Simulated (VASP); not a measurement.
The system is Sn.

```
CELL_PARAMETERS angstrom
0.00000 3.23808 3.23808
3.23808 0.00000 3.23808
3.23808 3.23808 0.00000
ATOMIC_POSITIONS crystal
Sn 0.50000 0.50000 0.50000
Sn 0.75000 0.75000 0.75000
```

Base run:

- Program: VASP 6.6.1
- Functional: LDA
- Potentials or basis: VASP PAW LDA potentials, release 64 (Sn_d)
- Cutoff: 520 eV
- k mesh: 9 × 9 × 9
- Occupations: gaussian, width 0.1 eV
- Spin: no spin polarisation

Its results: band gap on the k mesh zero (band 14 reaches 5.52 eV, above the bottom of band 15 at 5.36 eV); pressure -0.1 GPa.

Problem. The run is repeated on the same cell with these changes: occupations from gaussian, width 0.1 eV to fermi-dirac, width 1 eV. What comes out?

Solution. Band gap on the k mesh zero (band 14 reaches 5.43 eV, above the bottom of band 15 at 5.31 eV); pressure 4.2 GPa.

Caveats: spin-orbit coupling is left out, which moves the levels of the heavy elements.
